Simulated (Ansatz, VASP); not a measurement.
# Two plane-wave programs on C

```xyz
4
Lattice="2.4657 0.0000 0.0000 -1.2328 2.1353 0.0000 0.0000 0.0000 17.5001" Properties=species:S:1:pos:R:3 pbc="T T T"
C     1.2328    0.7118    4.5000
C     0.0000    1.4235    4.5000
C     1.0274    1.0677    7.5101
C     2.2602    0.3559    7.5100
```

Alike in both runs: task single point; functional PBE; dispersion D3(BJ); k mesh 15 × 15 × 1; occupations gaussian, width 0.1 eV; no spin polarisation.

|  | VASP | Ansatz |
| --- | --- | --- |
| version | VASP 6.6.1 | Ansatz 0.2.0 |
| potentials or method | VASP PAW PBE potentials, release 64 (C), cutoff 520 eV | scalar-relativistic, plane waves, PAW |
| valence electrons in the cell | 16 | 16 |

|  | VASP | Ansatz | Ansatz less VASP |
| --- | --- | --- | --- |
| gap on the k mesh at the Fermi level (eV) | 0.40 | 0.40 | 0.000 |
| least direct gap on the mesh (eV) | 0.40 | 0.40 | 0.000 |
| rms of the force components (eV/Å) | 0.083 | 0.083 | 0.0000 |

Atom by atom the forces differ by 0.000 eV/Å (rms over components).
